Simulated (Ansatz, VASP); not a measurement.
**B: VASP beside Ansatz**

The input INCAR:

```
SYSTEM = B
  ALGO = Normal
  EDIFF = 1E-7
  ENCUT = 520
  ISIF = 2
  ISMEAR = 0
  LASPH = .True.
  LCHARG = .False.
  LREAL = .False.
  LWAVE = .False.
  NBANDS = 30
  NELM = 100
  PREC = Accurate
  SIGMA = 0.1
```

The input KPOINTS:

```
k-points
0
Gamma
  6 6 6
  0 0 0
```

File POSCAR:

```
B
1.0
    2.4491963900      1.4140442000      4.1747204400
   -2.4491963900      1.4140442000      4.1747204400
    0.0000000000     -2.8280883900      4.1747204400
B
12
Direct
    0.0099700400      0.6542851200      0.0099700400
    0.0099700400      0.0099700400      0.6542851200
    0.6542851200      0.0099700400      0.0099700400
    0.3457148800      0.9900299600      0.9900299600
    0.9900299600      0.3457148800      0.9900299600
    0.9900299600      0.9900299600      0.3457148800
    0.2205655700      0.6316348300      0.2205655700
    0.2205655700      0.2205655700      0.6316348300
    0.6316348300      0.2205655700      0.2205655700
    0.3683651700      0.7794344300      0.7794344300
    0.7794344300      0.3683651700      0.7794344300
    0.7794344300      0.7794344300      0.3683651700
```

Input for Ansatz:

```yaml
crystal:
  lattice:
    - [2.44919639, 1.4140442, 4.17472044]
    - [-2.44919639, 1.4140442, 4.17472044]
    - [0.0, -2.82808839, 4.17472044]
  atoms:
    - { symbol: B, position: [0.00997004, 0.65428512, 0.00997004] }
    - { symbol: B, position: [0.00997004, 0.00997004, 0.65428512] }
    - { symbol: B, position: [0.65428512, 0.00997004, 0.00997004] }
    - { symbol: B, position: [0.34571488, 0.99002996, 0.99002996] }
    - { symbol: B, position: [0.99002996, 0.34571488, 0.99002996] }
    - { symbol: B, position: [0.99002996, 0.99002996, 0.34571488] }
    - { symbol: B, position: [0.22056557, 0.63163483, 0.22056557] }
    - { symbol: B, position: [0.22056557, 0.22056557, 0.63163483] }
    - { symbol: B, position: [0.63163483, 0.22056557, 0.22056557] }
    - { symbol: B, position: [0.36836517, 0.77943443, 0.77943443] }
    - { symbol: B, position: [0.77943443, 0.36836517, 0.77943443] }
    - { symbol: B, position: [0.77943443, 0.77943443, 0.36836517] }
basis:
  ecutwfc: 420
kpoints:
  mp_grid: { grid: [6, 6, 6] }
hamiltonian:
  xc: lda
  pseudopotentials: { kind: paw, azcp: { folder: soft_1 } }
scf:
  occupations: { method: gaussian, width: 0.1 }
output:
  forces: true
  stress: true
  eigenvalues: true
```

Alike in both runs: task single point; functional LDA; k mesh 6 × 6 × 6; occupations gaussian, width 0.1 eV; no spin polarisation.

|  | VASP | Ansatz |
| --- | --- | --- |
| version | VASP 6.6.1 | Ansatz 0.2.0 |
| potentials or method | VASP PAW LDA potentials, release 64 (B), cutoff 520 eV | scalar-relativistic, plane waves, PAW |
| valence electrons in the cell | 36 | 36 |

```csv
,VASP,Ansatz,Ansatz less VASP
gap on the k mesh at the Fermi level (eV),1.51,1.51,+0.002
least direct gap on the mesh (eV),1.86,1.86,+0.002
pressure (GPa),-7.2,-7.5,-0.32
rms of the force components (eV/Å),0.080,0.088,+0.0074
```

Ansatz warns that its potentials were made for another functional, while VASP's fit it. LDA's correlation is that of Perdew and Zunger in VASP and of Perdew and Wang (1992) in Ansatz. Atom by atom the forces differ by 0.009 eV/Å (rms over components).
